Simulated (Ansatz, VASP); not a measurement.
CaO: VASP beside Ansatz

Contents of INCAR:

```
PREC     = Accurate       # precision mode
ENCUT    = 520            # plane-wave cutoff, eV
EDIFF    = 1E-6           # SCF threshold, eV
ISMEAR   = -1             # smearing method
SIGMA    = 0.05           # smearing width, eV
LREAL    = False          # projectors in reciprocal space
LASPH    = True           # aspherical terms in the spheres
NELM     = 80             # most SCF steps
ALGO     = Normal         # electronic algorithm
ISIF     = 2              # what is computed and relaxed
LWAVE    = False          # write WAVECAR
LCHARG   = True           # write CHGCAR
GGA      = PE             # functional
LELF     = True           # ELF
LVHAR    = True         
NBANDS   = 15             # bands
```

The input KPOINTS:

```
Automatic mesh
0
Gamma
  12 12 12
```

The input POSCAR:

```
CaO
1.0
    0.0000000000      2.3990552534      2.3990552534
    2.3990552534      0.0000000000      2.3990552534
    2.3990552534      2.3990552534      0.0000000000
Ca O
1 1
Direct
    0.0000000000      0.0000000000      0.0000000000
    0.5000000000      0.5000000000      0.5000000000
```

Input for Ansatz:

```yaml
crystal:
  lattice:
    - [0.0, 2.3990552534, 2.3990552534]
    - [2.3990552534, 0.0, 2.3990552534]
    - [2.3990552534, 2.3990552534, 0.0]
  atoms:
    - { symbol: Ca, position: [0.0, 0.0, 0.0] }
    - { symbol: O, position: [0.5, 0.5, 0.5] }
kpoints:
  mp_grid: { grid: [12, 12, 12] }
scf:
  occupations: { method: fermi_dirac, width: 0.05 }
hamiltonian:
  xc: pbe
  pseudopotentials: { kind: all_electron, lapw: { basis_error: 0.0005 } }
output:
  forces: true
  stress: true
  eigenvalues: true
```

Change from the starting cell: volume scaled by 0.98.

Alike in both runs: task single point; functional PBE; k mesh 12 × 12 × 12; occupations fermi-dirac, width 0.05 eV; no spin polarisation.

|  | VASP | Ansatz |
| --- | --- | --- |
| version | VASP 6.6.1 | Ansatz 0.2.0 |
| potentials or method | VASP PAW PBE potentials, release 64 (Ca_sv, O), cutoff 520 eV | all-electron LAPW, scalar-relativistic |

|  | VASP | Ansatz | Ansatz less VASP |
| --- | --- | --- | --- |
| gap on the k mesh at the Fermi level (eV) | 3.63 | 3.65 | +0.017 |
| pressure (GPa) | 2.8 | 2.2 | -0.59 |

Ansatz ran all-electron here, and VASP with PAW potentials.
